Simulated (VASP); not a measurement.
Set up this calculation in VASP 6.6.1, as the native input.

```yaml
Task: single point
Functional: LDA
Potentials_or_basis: VASP PAW LDA potentials, release 64 (Cu)
Cutoff: 600 eV
k_mesh: 13 × 13 × 13
Occupations: fermi-dirac, width 0.05 eV
Spin: no spin polarisation
Dipole_correction: no
Further_INCAR_settings: ALGO = Normal; EDIFF = 1e-06; NBANDS = 12
```

The structure of Cu lies in POSCAR:

```
Cu
1.0
    0.0000000000      1.7953687620      1.7953687620
    1.7953687620      0.0000000000      1.7953687620
    1.7953687620      1.7953687620      0.0000000000
Cu
1
Direct
    0.0000000000      0.0000000000      0.0000000000
```

This cell differs from its parent crystal: volume scaled by 0.98.

These files were run (other wordings do the same):

INCAR

```
PREC = Accurate
ENCUT = 600
EDIFF = 1E-6
ISMEAR = -1
SIGMA = 0.05
LREAL = False
LASPH = True
NELM = 120
ALGO = Normal
ISIF = 2
LWAVE = False
LCHARG = False
NBANDS = 12
GGA_COMPAT = False
```

KPOINTS

```
Automatic mesh
0
Gamma
  13 13 13
```

Potentials or basis: VASP PAW LDA potentials, release 64 (Cu).

The run is started by

```sh
$ cat potpaw_LDA.64/Cu/POTCAR > POTCAR
$ mpirun -np 1 vasp_std > vasp.out
```

It gave:

```json
{
 "Pressure": "-9.2 GPa"
}
```

Wall time 18 s on 1 thread of Intel Xeon 8259CL, with other jobs on the host, peak memory 0.12 GiB.
